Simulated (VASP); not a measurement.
MgO: single point with r2SCAN

**Experimental background.**

From “Electronic structure of alkaline earth and post-transition metal oxides”, 2009, arxiv:0908.1581, for a bulk crystal of MgO: band gap 7.83 eV.

The system is MgO.

```xyz
2
Lattice="0.0000 2.1000 2.1000 2.1000 0.0000 2.1000 2.1000 2.1000 0.0000" Properties=species:S:1:pos:R:3 pbc="T T T"
Mg    0.0000    0.0000    0.0000
O     2.1000    2.1000    2.1000
```

```yaml
Program: VASP 6.6.1
Task: single point
Functional: r2SCAN
Potentials_or_basis: VASP PAW PBE potentials, release 64 (Mg_sv, O)
Cutoff: 750 eV
k_mesh: 9 × 9 × 9
Occupations: fermi-dirac, width 0.05 eV
Spin: no spin polarisation
```

The pressure is 0.5 GPa. The band gap on the k mesh is 5.74 eV.

Levels at points of the mesh, in eV from the valence-band top:
| k point | band 5 | band 6 | band 7 | band 8 | band 9 | band 10 | band 11 | band 12 |
| --- | --- | --- | --- | --- | --- | --- | --- | --- |
| (0.00, 0.00, 0.00) | -18.23 | 0.00 | 0.00 | 0.00 | 5.74 | 16.91 | 16.91 | 16.91 |

Run time: 34 s on 1 thread of Intel(R) Xeon(R) 6975P-C (Granite Rapids), on a shared host, peak memory 0.16 GiB.

A measured gap of MgO is 7.83 eV (quoted in “Electronic structure of alkaline earth and post-transition metal oxides”, 2009, arxiv:0908.1581); the calculated 5.74 eV misses it by -2.09 eV. The value is that of r2SCAN, without temperature or zero-point motion.

Caveat: the PAW data sets were made with another functional, which shifts forces and pressure a little.
